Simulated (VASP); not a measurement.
Write the native input for VASP 6.6.1 that does the following.

- Task: relaxation of cell and atoms
- Functional: PBE
- Potentials or basis: VASP PAW PBE potentials, release 64 (Zn, Cd, Pt)
- Cutoff: 600 eV
- k mesh: 8 × 8 × 8
- Occupations: gaussian, width 0.1 eV
- Spin: no spin polarisation
- Dipole correction: no
- Further INCAR settings: ALGO = Normal; EDIFF = 1e-07; IBRION = 2; EDIFFG = -0.01; NSW = 100; ISIF = 3

The structure of Zn3CdPt lies in POSCAR:

```
Zn3CdPt
1.0
    4.8458760560      0.0000000000      0.0000000000
    0.0000000000      4.8458760560      0.0000000000
    0.0000000000      0.0000000000      4.8458760560
Zn Cd Pt
3 1 1
Direct
    0.5000000000      0.5000000000      0.0000000000
    0.0000000000      0.5000000000      0.5000000000
    0.5000000000      0.0000000000      0.5000000000
    0.0000000000      0.0000000000      0.0000000000
    0.5000000000      0.5000000000      0.5000000000
```

The cell was built from a structure type or drawn by symmetry, and may not be a known phase.

The input as run:

INCAR

```
SYSTEM = Zn3CdPt
ALGO     = Normal         ! electronic algorithm
EDIFF    = 1E-7           ! SCF threshold, eV
EDIFFG   = -0.01          ! ionic threshold
ENCUT    = 600            ! plane-wave cutoff, eV
GGA      = PE             ! functional
IBRION   = 2              ! ionic algorithm
ISIF     = 3              ! what is computed and relaxed
ISMEAR   = 0              ! smearing method
LASPH    = .TRUE.         ! aspherical terms in the spheres
LCHARG   = .FALSE.        ! write CHGCAR
LREAL    = .FALSE.        ! projectors in reciprocal space
LWAVE    = .FALSE.        ! write WAVECAR
NELM     = 100            ! most SCF steps
NSW      = 100            ! ionic steps
PREC     = Accurate       ! precision mode
SIGMA    = 0.1            ! smearing width, eV
```

KPOINTS

```
k-points
0
G
  8 8 8
  0 0 0
```

Potentials or basis: VASP PAW PBE potentials, release 64 (Zn, Cd, Pt).

Launch:

```bash
$ cat potpaw_PBE.64/Zn/POTCAR potpaw_PBE.64/Cd/POTCAR potpaw_PBE.64/Pt/POTCAR > POTCAR
$ mpirun -np 1 vasp_std > vasp.out
```

It gave:

```
Relaxed volume                        : 23.22 Å³/atom
Relaxed cell                          : a = 4.878 Å, b = 4.878 Å, c = 4.878 Å, α = 90.00°, β = 90.00°, γ = 90.00°
Space group after relaxing (to 0.1 Å) : Pm-3m (No. 221)
Energy gained by relaxing             : 1.6 meV/atom
Ionic steps                           : 3
Pressure after relaxing               : 0.0 GPa
Band gap on the k mesh                : zero (bands 29 and 30 overlap by 2.63 eV)
```

Caveat: spin-orbit coupling is left out, which moves the levels of the heavy elements.

Wall time 3.1 min on 1 thread of AMD EPYC 9R45 96-Core Processor (Zen 5) (shared host), peak memory 0.34 GiB.
